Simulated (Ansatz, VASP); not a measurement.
## GaN: VASP beside Ansatz

The input POSCAR:

```
GaN
1.0
    3.1800000000      0.0000000000      0.0000000000
   -1.5900000000      2.7539607840      0.0000000000
    0.0000000000      0.0000000000      5.1660000000
Ga N
2 2
Direct
    0.6666666667      0.3333333333      0.5000000000
    0.3333333333      0.6666666667      0.0000000000
    0.6666666667      0.3333333333      0.8750000000
    0.3333333333      0.6666666667      0.3750000000
```

File INCAR.step1:

```
SYSTEM = GaN
  ALGO = Normal
  EDIFF = 1E-4
  ENCUT = 520
  GGA = PE
  GGA_COMPAT = .False.
  ISMEAR = -1
  LASPH = .True.
  LCHARG = .False.
  LREAL = .False.
  LSORBIT = .True.
  LWAVE = .True.
  MAGMOM = 0 0 0 0 0 0 0 0 0 0 0 0
  NBANDS = 50
  NELM = 150
  PREC = Accurate
  SIGMA = 0.05
```

The input INCAR.step2:

```
SYSTEM = GaN
  ALGO = Normal
  EDIFF = 1E-7
  ENCUT = 520
  GGA_COMPAT = .False.
  ISIF = 2
  ISMEAR = -1
  ISTART = 1
  LASPH = .True.
  LCHARG = .True.
  LMIXTAU = .True.
  LORBIT = 11
  LORBMOM = .True.
  LREAL = .False.
  LSORBIT = .True.
  LVHAR = .True.
  LWAVE = .False.
  MAGMOM = 0 0 0 0 0 0 0 0 0 0 0 0
  METAGGA = R2SCAN
  NBANDS = 50
  NELM = 150
  PREC = Accurate
  SIGMA = 0.05
```

Contents of KPOINTS:

```
k-points
0
Gamma
  7 7 4
  0 0 0
```

File input.yaml:

```yaml
crystal:
  lattice:
    - [3.18, 0.0, 0.0]
    - [-1.59, 2.753960784, 0.0]
    - [0.0, 0.0, 5.166]
  atoms:
    - { symbol: Ga, position: [0.6666666667, 0.3333333333, 0.5] }
    - { symbol: Ga, position: [0.3333333333, 0.6666666667, 0.0] }
    - { symbol: "N", position: [0.6666666667, 0.3333333333, 0.875] }
    - { symbol: "N", position: [0.3333333333, 0.6666666667, 0.375] }
hamiltonian:
  xc: r2scan
  pseudopotentials: { kind: paw_fr }
magnetization:
  noncollinear: true
  spin_orbit: true
kpoints:
  mp_grid: { grid: [7, 7, 4] }
  band_path:
    path:
      - [[0.0, 0.0, 0.0], [0.5, 0.0, 0.0], [0.3333333333, 0.3333333333, 0.0], [0.0, 0.0, 0.0], [0.0, 0.0, 0.5], [0.5, 0.0, 0.5], [0.3333333333, 0.3333333333, 0.5], [0.0, 0.0, 0.5]]
      - [[0.5, 0.0, 0.5], [0.5, 0.0, 0.0]]
      - [[0.3333333333, 0.3333333333, 0.0], [0.3333333333, 0.3333333333, 0.5]]
    npoints: 14
scf:
  occupations: { method: fermi_dirac, width: 0.05 }
  n_extra_bands: 10
output:
  forces: true
  stress: true
  eigenvalues: true
  fatbands: true
```

Alike in both runs: functional r2SCAN; k mesh 7 × 7 × 4; occupations fermi-dirac, width 0.05 eV; non-collinear spin, spin-orbit coupling.

|  | VASP | Ansatz |
| --- | --- | --- |
| version | VASP 6.6.1 | Ansatz 0.2.0 |
| potentials or method | VASP PAW PBE potentials, release 64 (Ga_d, N) | Ansatz PAW |
| plane-wave cutoff (eV) | 520 | 500 |
| valence electrons in the cell | 36 | 36 |
| task | single point | band structure |

```tsv
	VASP	Ansatz	Ansatz less VASP
pressure (GPa)	2.2	1.0	-1.11
traceless stress, the component that is largest in VASP (GPa)	1.30	1.34	+0.047
rms of the force components (eV/Å)	0.079	0.082	+0.0028
net moment per atom (μB)	0.00	0.00	0.000
```

VASP's potentials were made for PBE, not for r2SCAN. Atom by atom the forces differ by 0.003 eV/Å (rms over components).
